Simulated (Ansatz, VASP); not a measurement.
**Two plane-wave programs on SnPt2Se3**

```
CELL_PARAMETERS angstrom
4.37914 0.00000 0.00000
-2.18957 3.79245 0.00000
0.00000 0.00000 9.57056
ATOMIC_POSITIONS crystal
Sn 0.00000 0.00000 0.96916
Pt 0.33333 0.66667 0.39627
Pt 0.66667 0.33333 0.39627
Se 0.33333 0.66667 0.79827
Se 0.66667 0.33333 0.79827
Se 0.00000 0.00000 0.47485
```

Alike in both runs: task relaxation of cell and atoms; functional PBE; k mesh 6 × 6 × 2; occupations gaussian, width 0.1 eV; no spin polarisation.

|  | VASP | Ansatz |
| --- | --- | --- |
| version | VASP 6.6.1 | Ansatz 0.2.0 |
| potentials or method | VASP PAW PBE potentials, release 64 (Sn_d, Pt, Se), cutoff 600 eV | scalar-relativistic, plane waves, PAW |
| valence electrons in the cell | 52 | 98 |

|  | VASP | Ansatz | Ansatz less VASP |
| --- | --- | --- | --- |
| gap on the k mesh at the Fermi level, each at its own relaxed structure (eV) | none | none | - |
| relaxed volume (Å³/atom) | 19.63 | 24.62 | +4.982 |
| relaxed cell length with the largest relative difference (Å) | 5.368 | 8.382 | +3.0135 |

A gap of «none» marks a metal or a gap that the smearing closes. One of these differences is far larger than is usual between the two programs; its cause wasn't traced. VASP's potentials hold 52 valence electrons a cell and Ansatz's 98, so a difference there can come from the potentials and not from the codes.

Neither program's run includes spin-orbit coupling. Noted on VASP's run: the volume moved by over 15 % at a fixed basis, so the end points are rough.
